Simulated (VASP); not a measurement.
Re: single point with PBE

Crystal: Re.

```
Re
1.0
     0.00000    1.97500    1.97500
     1.97500    0.00000    1.97500
     1.97500    1.97500    0.00000
Re
1
Direct
  0.00000 0.00000 0.00000
```

This isn't the form of Re at room conditions, which is hcp.

```json
{
  "Program": "VASP 6.6.1",
  "Task": "single point",
  "Functional": "PBE",
  "Potentials or basis": "VASP PAW PBE potentials, release 64 (Re)",
  "Cutoff": "520 eV",
  "k mesh": "17 × 17 × 17",
  "Occupations": "fermi-dirac, width 0.1 eV",
  "Spin": "collinear spin",
  "Starting moments": "[1.5] μB",
  "Dipole correction": "no",
  "k mesh for the DOS": "26 × 26 × 26",
  "Occupations for the DOS": "tetrahedron",
  "Further INCAR settings": "ALGO = Normal; EDIFF = 1e-06"
}
```

| Item | Value |
| --- | --- |
| Net moment | 0.00 μB per cell |
| Valence electrons inside the program's atomic spheres | Re 5.99 |

Levels at points of the mesh, in eV from the Fermi level:
Spin up:
| k point | band 1 | band 2 | band 3 | band 4 | band 5 | band 6 | band 7 | band 8 |
| --- | --- | --- | --- | --- | --- | --- | --- | --- |
| (0.00, 0.00, 0.00) | -9.82 | -1.81 | -1.81 | -1.81 | 1.16 | 1.16 | 13.85 | 19.25 |
| (0.50, 0.00, 0.00) | -6.56 | -2.00 | -2.00 | 0.13 | 3.54 | 3.54 | 9.30 | 13.34 |
| (0.50, 0.50, 0.00) | -6.45 | -5.61 | 2.60 | 3.49 | 4.23 | 4.23 | 11.89 | 11.90 |
Spin down:
```tsv
k point	band 1	band 2	band 3	band 4	band 5	band 6	band 7	band 8
(0.00, 0.00, 0.00)	-9.82	-1.81	-1.81	-1.81	1.16	1.16	13.85	19.25
(0.50, 0.00, 0.00)	-6.56	-2.00	-2.00	0.13	3.54	3.54	9.30	13.34
(0.50, 0.50, 0.00)	-6.45	-5.61	2.60	3.49	4.23	4.23	11.89	11.90
```

Wall time 81 s on 1 thread of Intel(R) Xeon(R) Platinum 8488C (Sapphire Rapids) (shared host), peak memory 0.23 GiB.

Caveat: spin-orbit coupling is left out, which moves the levels of the heavy elements.
